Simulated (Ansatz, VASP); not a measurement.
Two plane-wave programs on CsI

```
Cs I
1.0
     4.66602    0.00000    0.00000
     0.00000    4.66602    0.00000
     0.00000    0.00000    4.66602
Cs I
1 1
Cartesian
  0.0000 0.0000 0.0000
  2.3330 2.3330 2.3330
```

Alike in both runs: task relaxation of cell and atoms; functional LDA; k mesh 6 × 6 × 6; occupations gaussian, width 0.02 eV; no spin polarisation.

|  | VASP | Ansatz |
| --- | --- | --- |
| version | VASP 6.6.1 | Ansatz 0.2.0 |
| potentials or method | VASP PAW LDA potentials, release 64 (Cs_sv, I), cutoff 500 eV | scalar-relativistic, plane waves, PAW |
| valence electrons in the cell | 16 | 26 |

Ansatz gave:

| Item | Value |
| --- | --- |
| gap on the k mesh at the Fermi level, each at its own relaxed structure (eV) | 3.81 |
| relaxed volume (Å³/atom) | 42.66 |
| relaxed cell length with the largest relative difference (Å) | 4.402 |

What did VASP give for the same quantities?

gap on the k mesh at the Fermi level, each at its own relaxed structure (eV): 3.78; relaxed volume (Å³/atom): 42.85; relaxed cell length with the largest relative difference (Å): 4.409.

LDA's correlation is that of Perdew and Zunger in VASP and of Perdew and Wang (1992) in Ansatz. VASP's potentials hold 16 valence electrons a cell and Ansatz's 26, so a difference there can come from the potentials and not from the codes.

Neither program's run includes spin-orbit coupling. Noted on VASP's run: the volume moved by over 15 % at a fixed basis, so the end points are rough.
